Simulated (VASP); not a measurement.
# NiO (Fm-3m) in VASP: settings compared, part 2 of 2

VASP 6.6.1.

## (4) Single point, PBE+U, collinear spin, ferromagnetic start

The input, POSCAR:

```
NiO
1.0
    0.0000000000      2.0859016414      2.0859016414
    2.0859016414      0.0000000000      2.0859016414
    2.0859016414      2.0859016414      0.0000000000
Ni O
1 1
Direct
    0.0000000000      0.0000000000      0.0000000000
    0.5000000000      0.5000000000      0.5000000000
```

The input, INCAR.step1:

```
SYSTEM = NiO
ALGO = Normal ; EDIFF = 1E-6
ENCUT = 520 ; GGA = PE
GGA_COMPAT = .FALSE. ; ISIF = 2
ISMEAR = -1 ; ISPIN = 2
LASPH = .TRUE. ; LCHARG = .TRUE.
LDAU = .TRUE. ; LDAUJ = 0 0
LDAUL = 2 -1 ; LDAUPRINT = 1
LDAUTYPE = 2 ; LDAUU = 4 0
LMAXMIX = 4 ; LORBIT = 11
LREAL = .FALSE. ; LWAVE = .FALSE.
MAGMOM = 1 0 ; NBANDS = 23
NEDOS = 2001 ; NELM = 200
PREC = Accurate ; SIGMA = 0.05
```

The input, KPOINTS.step1:

```
k-points
0
G
  11 11 11
  0 0 0
```

The input, INCAR.step2:

```
SYSTEM = NiO
ALGO = Normal ; EDIFF = 1E-6
ENCUT = 520 ; GGA = PE
GGA_COMPAT = .FALSE. ; ICHARG = 11
ISIF = 2 ; ISMEAR = -5
ISPIN = 2 ; LASPH = .TRUE.
LCHARG = .FALSE. ; LDAU = .TRUE.
LDAUJ = 0 0 ; LDAUL = 2 -1
LDAUPRINT = 1 ; LDAUTYPE = 2
LDAUU = 4 0 ; LMAXMIX = 4
LORBIT = 10 ; LREAL = .FALSE.
LWAVE = .FALSE. ; MAGMOM = 1 0
NBANDS = 23 ; NEDOS = 1001
NELM = 200 ; PREC = Accurate
SIGMA = 0.05
```

The input, KPOINTS.step2:

```
k-points
0
G
  17 17 17
  0 0 0
```

Potentials or basis: VASP PAW PBE potentials, release 64 (Ni_sv_GW, O).

Run with:

```console
$ cat potpaw_PBE.64/Ni_sv_GW/POTCAR potpaw_PBE.64/O/POTCAR > POTCAR
$ cp INCAR.step1 INCAR
$ cp KPOINTS.step1 KPOINTS
$ mpirun -np 1 vasp_std > vasp.out
$ cp INCAR.step2 INCAR
$ cp KPOINTS.step2 KPOINTS
$ mpirun -np 1 vasp_std > vasp.out
```

OUTCAR:

```text
SYSTEM = NiO
   EDIFF = 1E-6
   ENCUT = 520
   GGA = PE
   ICHARG = 11
   ISIF = 2
   ISMEAR = -5
   ISPIN = 2
   LASPH = .TRUE.
   LORBIT = 10
   LREAL = .FALSE.
   NELM = 200
   PREC = Accurate

 ion  position               nearest neighbor table
   1  0.000  0.000  0.000-   2 2.09   2 2.09   2 2.09   2 2.09   2 2.09   2 2.09
   2  0.500  0.500  0.500-   1 2.09   1 2.09   1 2.09   1 2.09   1 2.09   1 2.09

  LATTYP: Found a face centered cubic cell.
 ALAT       =     4.1718032828

  Lattice vectors:

[... 1503 lines left out ...]

 VOLUME and BASIS-vectors are now :
 -----------------------------------------------------------------------------
  energy-cutoff  :      520.00
  volume of cell :       18.15
      direct lattice vectors                 reciprocal lattice vectors
     0.000000000  2.085901641  2.085901641    -0.239704495  0.239704495  0.239704495
     2.085901641  0.000000000  2.085901641     0.239704495 -0.239704495  0.239704495
     2.085901641  2.085901641  0.000000000     0.239704495  0.239704495 -0.239704495

 POSITION                                       TOTAL-FORCE (eV/Angst)
 -----------------------------------------------------------------------------------
      0.00000      0.00000      0.00000         0.000000      0.000000      0.000000
      2.08590      2.08590      2.08590         0.000000     -0.000000     -0.000000
 -----------------------------------------------------------------------------------
    total drift:                                0.000000     -0.000000     -0.000000

  FREE ENERGIE OF THE ION-ELECTRON SYSTEM (eV)
  ---------------------------------------------------
  free  energy   TOTEN  =       -10.8931190625 eV

  energy  without entropy=      -10.8931190625  energy(sigma->0) =      -10.89311906

 total charge

# of ion       s       p       d       f       tot
--------------------------------------------------
    1        2.163   6.248   7.734   0.009  16.154
    2        1.549   3.486   0.000   0.000   5.035
--------------------------------------------------
tot          3.712   9.733   7.734   0.009  21.189

 magnetization (x)

# of ion       s       p       d       f       tot
--------------------------------------------------
    1        0.009   0.013   1.716   0.001   1.740
    2        0.025   0.195   0.000   0.000   0.221
--------------------------------------------------
tot          0.035   0.208   1.716   0.001   1.960
```

OUTCAR.step1:

```text
SYSTEM = NiO
   EDIFF = 1E-6
   ENCUT = 520
   GGA = PE
   ISIF = 2
   ISMEAR = -1
   ISPIN = 2
   LASPH = .TRUE.
[... 1539 lines left out ...]

# of ion       s       p       d       f       tot
--------------------------------------------------
    1        2.163   6.248   7.734   0.009  16.154
    2        1.549   3.486   0.000   0.000   5.035
--------------------------------------------------
tot          3.712   9.733   7.734   0.009  21.189

 magnetization (x)

# of ion       s       p       d       f       tot
--------------------------------------------------
    1        0.009   0.013   1.716   0.001   1.740
    2        0.025   0.195   0.000   0.000   0.221
--------------------------------------------------
tot          0.035   0.208   1.716   0.001   1.960
```

OSZICAR.step1:

```text
N       E                     dE             d eps       ncg     rms          rms(c)
DAV:   1     0.215084624925E+03    0.21508E+03   -0.12504E+04  8042   0.310E+03
DAV:   2    -0.461597280240E+01   -0.21970E+03   -0.21017E+03  8267   0.822E+02
DAV:   3    -0.133157679860E+02   -0.86998E+01   -0.86804E+01  7715   0.159E+02
DAV:   4    -0.134164082255E+02   -0.10064E+00   -0.10063E+00  6928   0.951E+00
DAV:   5    -0.134202240784E+02   -0.38159E-02   -0.38158E-02  6866   0.180E+00    0.172E+01
DAV:   6    -0.116765555067E+02    0.17437E+01   -0.35089E+01  8869   0.294E+02    0.122E+01
DAV:   7    -0.106345749248E+02    0.10420E+01   -0.85729E+00  7438   0.203E+02    0.374E+00
DAV:   8    -0.108331549166E+02   -0.19858E+00   -0.42486E-01  8757   0.263E+01    0.189E+00
DAV:   9    -0.108799109952E+02   -0.46756E-01   -0.20234E-01  9372   0.271E+01    0.952E-01
DAV:  10    -0.108908846828E+02   -0.10974E-01   -0.39902E-02  9051   0.811E+00    0.293E-01
DAV:  11    -0.108925367428E+02   -0.16521E-02   -0.16679E-03  8032   0.871E-01    0.990E-02
DAV:  12    -0.108928803556E+02   -0.34361E-03   -0.16466E-04  8383   0.527E-01    0.589E-02
DAV:  13    -0.108929206194E+02   -0.40264E-04   -0.12679E-04  8309   0.391E-01    0.199E-02
DAV:  14    -0.108929367487E+02   -0.16129E-04   -0.93220E-06  7950   0.153E-01    0.404E-03
DAV:  15    -0.108929371783E+02   -0.42957E-06   -0.57034E-07  3291   0.508E-02
   1 F= -.10892937E+02 E0= -.10892937E+02  d E =-.461558E-08  mag=     2.0000
```

It took 63 s on 1 thread of Intel Xeon 6975P-C (Granite Rapids), shared host; peak memory 0.24 GiB.

What came out:

```
Net moment                                            : 2.00 μB per cell
Site moments                                          : Ni +1.74; O +0.22 μB
Valence electrons inside the program's atomic spheres : Ni 16.15; O 5.04
```

Eigenvalues of the final occupation matrices:
```csv
site,spin,trace,eigenvalues
site 1 d,1,4.74,0.93 0.93 0.93 0.97 0.97
site 1 d,2,3.02,0.12 0.12 0.93 0.93 0.93
```

Caveat: a cell with one magnetic atom can't hold antiferromagnetic order, which such compounds often take. The state reached can hang on the start; a lower one may exist.

## (5) Single point, BLYP, collinear spin, ferromagnetic start

POSCAR is that of step 4.

The input, INCAR.step1:

```
PREC = Accurate
ENCUT = 520
EDIFF = 1E-6
ISMEAR = -1
SIGMA = 0.05
LREAL = F
LASPH = T
NELM = 200
ALGO = Normal
ISIF = 2
LWAVE = F
LCHARG = T
ISPIN = 2
MAGMOM = 1 0
LMAXMIX = 4
GGA = B5
ALDAX = 1.0
AGGAX = 1.0
AGGAC = 1.0
ALDAC = 0.0
NBANDS = 23
GGA_COMPAT = F
NEDOS = 2001
LORBIT = 11
```

The input, KPOINTS.step1:

```
Automatic mesh
0
Gamma
  6 6 6
```

The input, INCAR.step2:

```
PREC = Accurate
ENCUT = 520
EDIFF = 1E-6
ISMEAR = -5
SIGMA = 0.05
LREAL = F
LASPH = T
NELM = 200
ALGO = Normal
ISIF = 2
LWAVE = F
LCHARG = F
ISPIN = 2
MAGMOM = 1 0
LORBIT = 11
LMAXMIX = 4
GGA = B5
ALDAX = 1.0
AGGAX = 1.0
AGGAC = 1.0
ALDAC = 0.0
NEDOS = 2001
ICHARG = 11
GGA_COMPAT = F
```

The input, KPOINTS.step2:

```
Automatic mesh
0
Gamma
  9 9 9
```

Run with:

```console
$ cat potpaw_PBE.64/Ni_sv_GW/POTCAR potpaw_PBE.64/O/POTCAR > POTCAR
$ cp INCAR.step1 INCAR
$ cp KPOINTS.step1 KPOINTS
$ mpirun -np 1 vasp_std > vasp.out
$ cp INCAR.step2 INCAR
$ cp KPOINTS.step2 KPOINTS
$ mpirun -np 1 vasp_std > vasp.out
```

It took 41 s on 1 thread of AMD EPYC 9R45 (Zen 5), shared host; peak memory 0.14 GiB.

The run converged. Its results:

```yaml
Net_moment: 1.72 μB per cell
Site_moments: Ni +1.47; O +0.28 μB
Valence_electrons_inside_the_program's_atomic_spheres: Ni 16.20; O 5.01
```

Levels at points of the mesh, in eV from the Fermi level:
Spin up:
```csv
k point,band 10,band 11,band 12,band 13,band 14,band 15,band 16,band 17
"(0.00, 0.00, 0.00)",-3.07,-2.69,-2.69,-2.69,1.75,18.46,19.14,19.15
```
Spin down:
| k point | band 9 | band 10 | band 11 | band 12 | band 13 | band 14 |
| --- | --- | --- | --- | --- | --- | --- |
| (0.00, 0.00, 0.00) | -1.92 | -1.92 | -1.92 | -0.62 | -0.62 | 2.09 |

Caveat: the k points lie up to 0.43 Å⁻¹ apart; the PAW data sets were made with another functional, which shifts forces and pressure a little; a cell with one magnetic atom can't hold antiferromagnetic order, which such compounds often take; semilocal functionals often make such compounds metallic where correlation or magnetic order opens a gap, which also shifts bond lengths.

## (6) Overview

```csv
task,level,potentials or basis,U,cell,k mesh,cutoff (eV),smearing,k mesh for the DOS,occupations for the DOS,gap on the mesh (eV),pressure (GPa),moment (μB)
relaxation of cell and atoms,r2SCAN+U,"VASP PAW PBE potentials, release 64 (Ni, O)",Ni d U = 6.0 eV,relaxed,11 × 11 × 11,600,fermi-dirac 0.05 eV,-,-,3.49,0.0,2.00
single point,PBE+U,"VASP PAW PBE potentials, release 64 (Ni_sv_GW, O)",Ni d U = 7.0 eV,as given,11 × 11 × 11,700,methfessel-paxton 0.05 eV,-,-,2.47,12.2,2.00
single point,PBE+U,"VASP PAW PBE potentials, release 64 (Ni_sv_GW, O)",Ni d U = 4.0 eV,as given,11 × 11 × 11,520,fermi-dirac 0.05 eV,17 × 17 × 17,tetrahedron,-,-,2.00
single point,BLYP,"VASP PAW PBE potentials, release 64 (Ni_sv_GW, O)",-,as given,6 × 6 × 6,520,fermi-dirac 0.05 eV,9 × 9 × 9,tetrahedron,-,-,1.72
```

Alike in all rows: spin collinear, ferromagnetic start.

Caveats: some runs use coarse meshes; a cell with one magnetic atom can't hold antiferromagnetic order, which such compounds often take; the PAW data sets were made with another functional, which shifts forces and pressure a little (at least some runs); an odd mesh through Γ misses points on the zone boundary, where band edges can lie (at least some runs); the cell stands under pressure (at least some runs); semilocal functionals often make such compounds metallic where correlation or magnetic order opens a gap, which also shifts bond lengths (at least some runs).

Absolute energies hang on the potentials; compare differences alone.
